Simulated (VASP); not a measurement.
# MoS2 (C2/m) in VASP: a series of runs

Runs on MoS2. Level: PBEsol+D3(BJ). Tasks: single point.

All numbers are computed with VASP 6.6.1; they aren't measurements. Logs are shortened: lines on timing, memory, paths and dates and some standing lists are left out, and cuts for length are marked.

### 1 The cell of the first run

The structure is monoclinic, space group C2/m (No. 12). Conventional cell: a = 5.708 Å, b = 3.080 Å, c = 6.101 Å, α = 90.00°, β = 108.17°, γ = 90.00°. Mo (site symmetry 2/m) has 6 S at 2.39 to 2.48 Å and 6 Mo at 3.08 to 3.24 Å within 3.3 Å. Within 3.3 Å of S (site symmetry m) lie 3 Mo at 2.39 to 2.48 Å and 9 S at 3.05 to 3.25 Å.

### 2 Single point, PBEsol+D3(BJ) (atoms displaced along a vibrational mode, the cell strained)

Contents of INCAR:

```
PREC = Accurate ; ENCUT = 520
EDIFF = 1E-6 ; ISMEAR = 0
SIGMA = 0.15 ; LREAL = F
LASPH = T ; NELM = 80
ALGO = Normal ; ISIF = 2
LWAVE = F ; LCHARG = F
GGA = PS ; IVDW = 12
NBANDS = 20
```

Contents of KPOINTS:

```
Automatic mesh
0
Gamma
  15 15 15
```

Contents of POSCAR:

```
MoS2
1.0
    1.5399048573      0.9512989978      5.7970502989
   -1.5399048573      0.9512989978      5.7970502989
    0.0000000000     -1.9025979955      5.7970502989
Mo S
1 2
Direct
    0.0000000000      0.0000000000      0.0000000000
    0.7837854171      0.7837854171      0.7101124708
    0.2162145829      0.2162145829      0.2898875292
```

Potentials or basis: VASP PAW PBE potentials, release 64 (Mo_sv, S).

Started as:

```sh
$ cat potpaw_PBE.64/Mo_sv/POTCAR potpaw_PBE.64/S/POTCAR > POTCAR
$ mpirun -np 1 vasp_std > vasp.out
```

OUTCAR:

```text
PREC = Accurate
   ENCUT = 520
   EDIFF = 1E-6
   ISMEAR = 0
   LREAL = F
   LASPH = T
   NELM = 80
   ISIF = 2
   GGA = PS
   IVDW = 12
 IVDW          = 12

 ion  position               nearest neighbor table
   1  0.000  0.000  0.000-   2 2.39   3 2.39   2 2.48   2 2.48   3 2.48   3 2.48
   2  0.784  0.784  0.710-   1 2.39   1 2.48   1 2.48
   3  0.216  0.216  0.290-   1 2.39   1 2.48   1 2.48

  LATTYP: Found a base centered monoclinic cell.
 ALAT       =     5.7077939866
 B/A-ratio  =     0.5395796908
 C/A-ratio  =     1.0689391404
 COS(beta)  =    -0.3118356516

  Lattice vectors:

 A1 = (   1.5399048573,   2.8538969933,   0.0000000000)
 A2 = (  -1.5399048573,   2.8538969933,   0.0000000000)
 A3 = (   0.0000000000,  -1.9025979955,   5.7970502989)

Analysis of symmetry for initial positions (statically):
=====================================================================
 Subroutine PRICEL returns:
 Original cell was already a primitive cell.

 Routine SETGRP: Setting up the symmetry group for a
 base centered monoclinic supercell.

 Subroutine GETGRP returns: Found  4 space group operations
 (whereof  4 operations were pure point group operations)
 out of a pool of  4 trial point group operations.

The static configuration has the point symmetry C_2h.

Analysis of symmetry for dynamics (positions and initial velocities):
=====================================================================
 Subroutine PRICEL returns:
 Original cell was already a primitive cell.

 Routine SETGRP: Setting up the symmetry group for a
 base centered monoclinic supercell.

 Subroutine GETGRP returns: Found  4 space group operations
 (whereof  4 operations were pure point group operations)
 out of a pool of  4 trial point group operations.

The dynamic configuration has the point symmetry C_2h.

 Subroutine INISYM returns: Found  4 space group operations
 (whereof  4 operations are pure point group operations),
 and found     1 'primitive' translations

----------------------------------------------------------------------------------------

                                     Primitive cell

  volume of cell :      50.9529

  direct lattice vectors                    reciprocal lattice vectors
     1.539904857  0.951298998  5.797050299     0.324695385  0.175199035  0.057500507
    -1.539904857  0.951298998  5.797050299    -0.324695385  0.175199035  0.057500507
     0.000000000 -1.902597996  5.797050299     0.000000000 -0.350398071  0.057500507

  length of vectors
     6.073060919  6.073060919  6.101284398     0.373400727  0.373400727  0.355084661

  position of ions in fractional coordinates (direct lattice)
     0.000000000  0.000000000  0.000000000
     0.783785417  0.783785417  0.710112471
     0.216214583  0.216214583  0.289887529

  ion indices of the primitive-cell ions
   primitive index   ion index
                 1           1
                 2           2
                 3           3

----------------------------------------------------------------------------------------

 KPOINTS: Automatic mesh

Automatic generation of k-mesh.
 Grid dimensions read from file:
 generate k-points for:   15   15   15

 Generating k-lattice:

  Cartesian coordinates                     Fractional coordinates (reciprocal lattice)
     0.021646359  0.011679936  0.003833367     0.066666667  0.000000000  0.000000000
    -0.021646359  0.011679936  0.003833367     0.000000000  0.066666667  0.000000000
     0.000000000 -0.023359871  0.003833367     0.000000000  0.000000000  0.066666667

  Length of vectors
     0.024893382  0.024893382  0.023672311

  Shift w.r.t. Gamma in fractional coordinates (k-lattice)
     0.000000000  0.000000000  0.000000000

 Subroutine IBZKPT returns following result:
 ===========================================

 Found    904 irreducible k-points:

 Following reciprocal coordinates:
            Coordinates               Weight
  0.000000  0.000000  0.000000      1.000000
  0.066667 -0.000000  0.000000      4.000000
  0.133333  0.000000  0.000000      4.000000
  0.200000 -0.000000 -0.000000      4.000000
  0.266667  0.000000  0.000000      4.000000
  0.333333 -0.000000  0.000000      4.000000
[... 16 lines left out ...]
  0.133333  0.133333  0.000000      2.000000
  0.200000  0.133333  0.000000      4.000000
 [... further k-points ...]
   k-points           NKPTS =    904   k-points in BZ     NKDIM =    904   number of bands    NBANDS=     20
   number of dos      NEDOS =    301   number of ions     NIONS =      3
   total plane-waves  NPLWV = 110592
   dimension x,y,z NGX =    48 NGY =   48 NGZ =   48
   dimension x,y,z NGXF=    96 NGYF=   96 NGZF=   96
   ions per type =               1   2
   NGX,Y,Z   is equivalent  to a cutoff of  13.14, 13.14, 13.08 a.u.
   NGXF,Y,Z  is equivalent  to a cutoff of  26.28, 26.28, 26.16 a.u.
 SYSTEM =  unknown system
   PREC   = accura    normal or accurate (medium, high low for compatibility)
   ISTART =      0    job   : 0-new  1-cont  2-samecut
   ICHARG =      2    charge: 1-file 2-atom 10-const
   ISPIN  =      1    spin polarized calculation?
   LNONCOLLINEAR =      F non collinear calculations
   LSORBIT =      F    spin-orbit coupling
   LASPH  =      T    aspherical Exc in radial PAW
   ENCUT  =  520.0 eV  38.22 Ry    6.18 a.u.  11.29 11.29 11.34*2*pi/ulx,y,z
   NELM   =     80;   NELMIN=  2; NELMDL= -5     # of ELM steps
   EDIFF  = 0.1E-05   stopping-criterion for ELM
   LREAL  =      F    real-space projection
   EDIFFG = 0.1E-04   stopping-criterion for IOM
   NSW    =      0    number of steps for IOM
   IBRION =     -1    ionic relax: 0-MD 1-quasi-New 2-CG
   NFREE  =      0    steps in history (QN), initial steepest desc. (CG)
   ISIF   =      2    stress and relaxation
   ISYM   =      2    0-nonsym 1-usesym 2-fastsym
   POTIM  = 0.5000    time-step for ionic-motion
   TEBEG  =    0.0;   TEEND  =   0.0 temperature during run
   PSTRESS=    0.0 pullay stress
   NELECT =      26.0000    total number of electrons
   NUPDOWN=      -1.0000    fix difference up-down
   EMIN   =  10.00;   EMAX   =-10.00  energy-range for DOS
   EFERMI =   0.00;   METHOD = LEGACY
   ISMEAR =     0;   SIGMA  =   0.15  broadening in eV -4-tet -1-fermi 0-gaus
   EFERMI_NEDOS =   21; number of points for ismear=-14 and -15
   IALGO  =     38    algorithm
   IMIX   =      4    mixing-type and parameters
     AMIX     =   0.40;   BMIX     =  1.00
     AMIX_MAG =   1.60;   BMIX_MAG =  1.00
  volume/ion in A,a.u.               =      16.98       114.62
  Fermi-wavevector in a.u.,A,eV,Ry     =   1.308206  2.472151 23.285057  1.711403
  Thomas-Fermi vector in A             =   2.438889
   LORBIT       =      0    0 simple, 1 ext, 2 COOP (PROOUT), +10 PAW based schemes
   GGA     = PS    functional components
   LHFCALC =     F    Hartree Fock is set to
   AEXX    =    0.0000 exact exchange contribution
   IVDW    =    12    specifies the selected vdW correction
   LEPSILON=     F    determine dielectric tensor
   LRPA    =     F    only Hartree local field effects (RPA)
 non-spin polarized calculation
 Gauss-broadening in eV      SIGMA  =   0.15
  energy-cutoff  :      520.00
  volume of cell :       50.95
 maximum number of plane-waves:      1397
 NGX is ok and might be reduce to    48
   NGX = 23   NGY = 23   NGZ = 23

 number of electron      26.0000000 magnetization

 Free energy of the ion-electron system (eV)
  ---------------------------------------------------
  ext. energy  EPLUGINS =         0.00000000
  ---------------------------------------------------
  free energy    TOTEN  =       -22.43122545 eV

  energy without entropy =      -22.41946841  energy(sigma->0) =      -22.42534693

 E-fermi :   8.1944     XC(G=0): -11.4127

 val. band max:        8.1943151990   @ k =  -0.2000   0.3333   0.0667
 cond. band min:       8.1959971374   @ k =  -0.3333   0.4667   0.2667
 fundamental gap:      0.0016819383
 Fermi energy:         8.1944157755

 k-point     1 :       0.0000    0.0000    0.0000
  band No.  band energies     occupation
      1     -53.3739      2.00000
      2     -27.4754      2.00000
      3     -27.4475      2.00000
      4     -27.2551      2.00000
      5      -6.8829      2.00000
      6      -4.9585      2.00000
[... 12 lines left out ...]
     19      14.8926      0.00000
     20      17.0884      0.00000

 k-point     2 :       0.0667   -0.0000    0.0000
  band No.  band energies     occupation
      1     -53.3721      2.00000
      2     -27.4735      2.00000
      3     -27.4516      2.00000
      4     -27.2711      2.00000
      5      -6.8098      2.00000
      6      -4.9393      2.00000
[... 12 lines left out ...]
     19      15.1465      0.00000
     20      17.2321      0.00000

 k-point     3 :       0.1333    0.0000    0.0000
  band No.  band energies     occupation
      1     -53.3669      2.00000
      2     -27.4778      2.00000
      3     -27.4550      2.00000
      4     -27.3147      2.00000
      5      -6.5973      2.00000
      6      -4.8807      2.00000
[... 12 lines left out ...]
     19      15.6153      0.00000
     20      17.3779      0.00000

 k-point     4 :       0.2000   -0.0000   -0.0000
  band No.  band energies     occupation
      1     -53.3593      2.00000
      2     -27.5055      2.00000
      3     -27.4443      2.00000
      4     -27.3726      2.00000
      5      -6.2676      2.00000
      6      -4.7799      2.00000
[... 429 lines left out ...]
 k-point    23 :       0.1333    0.1333    0.0000
  band No.  band energies     occupation
      1     -53.3690      2.00000
      2     -27.5062      2.00000
      3     -27.4607      2.00000
      4     -27.2654      2.00000
      5      -6.5981      2.00000
      6      -4.9775      2.00000
[... 12 lines left out ...]
     19      15.8032      0.00000
     20      16.7254      0.00000

 k-point    24 :       0.2000    0.1333    0.0000
  band No.  band energies     occupation
      1     -53.3652      2.00000
      2     -27.5347      2.00000
      3     -27.4537      2.00000
      4     -27.2844      2.00000
      5      -6.3955      2.00000
      6      -4.9594      2.00000
[... 12 lines left out ...]
     19      16.1340      0.00000
     20      16.8980      0.00000

 [... further k-points ...]

------------------------ aborting loop because EDIFF is reached ----------------------------------------

 Edisp (eV)   -1.16092

 E8    (eV) :    -0.7294

  FORCE on cell =-STRESS in cart. coord.  units (eV):
  Direction    XX          YY          ZZ          XY          YZ          ZX
  --------------------------------------------------------------------------------------
  -------------------------------------------------------------------------------------
  Total      -1.91389    -4.19935    -2.37865     0.00000    -2.10183     0.00000
  in kB     -60.18096  -132.04549   -74.79487     0.00000   -66.09064     0.00000
  external pressure =      -89.01 kB  Pullay stress =        0.00 kB

 VOLUME and BASIS-vectors are now :
 -----------------------------------------------------------------------------
  energy-cutoff  :      520.00
  volume of cell :       50.95
      direct lattice vectors                 reciprocal lattice vectors
     1.539904857  0.951298998  5.797050299     0.324695385  0.175199035  0.057500507
    -1.539904857  0.951298998  5.797050299    -0.324695385  0.175199035  0.057500507
     0.000000000 -1.902597996  5.797050299     0.000000000 -0.350398071  0.057500507

 POSITION                                       TOTAL-FORCE (eV/Angst)
 -----------------------------------------------------------------------------------
      0.00000      0.00000      0.00000        -0.000000     -0.000000     -0.000000
      0.00000      0.14017     13.20384         0.000000     -0.767226     -0.737891
      0.00000     -0.14017      4.18731         0.000000      0.767226      0.737891
 -----------------------------------------------------------------------------------
    total drift:                                0.000000      0.000000     -0.000000

  FREE ENERGIE OF THE ION-ELECTRON SYSTEM (eV)
  ---------------------------------------------------
  free  energy   TOTEN  =       -23.5921454337 eV

  energy  without entropy=      -23.5803883898  energy(sigma->0) =      -23.58626691
```

It took 62 min on 1 thread of Intel Xeon 8259CL, shared host; peak memory 1 GiB.

What came out:

```
Free energy                : -23.5921 eV
Pressure                   : -8.9 GPa
Largest force              : 1.064 eV/Å
Band gap on the k mesh     : zero (bands 13 and 14 overlap by 0.61 eV)
Dispersion energy per atom : -0.387 eV
```

Forces on the atoms (eV/Å):
```
Mo   0.000  0.000  0.000
S    0.000 -0.767 -0.738
S    0.000  0.767  0.738
```

Levels at points of the mesh, in eV from the Fermi level:
```csv
k point,band 10,band 11,band 12,band 13,band 14,band 15,band 16,band 17
"(0.00, 0.00, 0.00)",-1.37,-1.26,-0.90,-0.29,-0.20,0.30,2.97,3.02
```

Caveat: the cell differs from its parent crystal (atoms displaced along a vibrational mode, the cell strained); the cell stands under tension; the PAW data sets were made with another functional, which shifts forces and pressure a little.

### 3 Single point, PBEsol+D3(BJ) (atoms displaced along a vibrational mode, the cell strained)

Contents of INCAR:

```
ALGO     = Normal         # electronic algorithm
EDIFF    = 1E-6           # SCF threshold, eV
ENCUT    = 520            # plane-wave cutoff, eV
GGA      = PS             # functional
ISIF     = 2              # what is computed and relaxed
ISMEAR   = 0              # smearing method
IVDW     = 12             # dispersion correction
LASPH    = True           # aspherical terms in the spheres
LCHARG   = True           # write CHGCAR
LELF     = True           # ELF
LREAL    = False          # projectors in reciprocal space
LVHAR    = True         
LWAVE    = False          # write WAVECAR
NBANDS   = 20             # bands
NELM     = 100            # most SCF steps
PREC     = Accurate       # precision mode
SIGMA    = 0.15           # smearing width, eV
```

Contents of KPOINTS:

```
k-points
0
Gamma
  15 15 15
```

Contents of POSCAR:

```
MoS2
1.0
    1.5399048573      0.8268299700      5.7970502989
   -1.5399048573      0.8268299700      5.7970502989
    0.0000000000     -1.6536599400      5.7970502989
Mo S
1 2
Direct
    0.0000000000      0.0000000000      0.0000000000
    0.7346701195      0.7346701195      0.8083430658
    0.2653298805      0.2653298805      0.1916569342
```

Potentials or basis: VASP PAW PBE potentials, release 64 (Mo_sv, S).

Started as:

```sh
$ cat potpaw_PBE.64/Mo_sv/POTCAR potpaw_PBE.64/S/POTCAR > POTCAR
$ mpirun -np 1 vasp_std > vasp.out
```

Run time: 67 min. Hardware: 1 thread of Oxide Virtual Turin-like, shared host; peak memory 0.86 GiB.

The run converged. Its results:

| Quantity | Value |
| --- | --- |
| Free energy | -23.5361 eV |
| Pressure | 14.2 GPa |
| Largest force | 1.159 eV/Å |
| Band gap on the k mesh | zero (bands 13 and 14 overlap by 0.53 eV) |
| Dispersion energy per atom | -0.447 eV |

Forces on the atoms (eV/Å):
```
Mo   0.000  0.000  0.000
S    0.000  0.745  0.888
S    0.000 -0.745 -0.888
```

Stress tensor (GPa, compression positive):
```
 9.23  0.00  0.00
 0.00 22.23  7.37
 0.00  7.37 11.19
```

Levels at points of the mesh, in eV from the Fermi level:
```tsv
k point	band 11	band 12	band 13	band 14	band 15	band 16
(0.00, 0.00, 0.00)	-1.35	-1.29	-0.10	0.45	0.95	3.66
```

Caveat: the cell differs from its parent crystal (atoms displaced along a vibrational mode, the cell strained); the cell stands under pressure; the PAW data sets were made with another functional, which shifts forces and pressure a little.
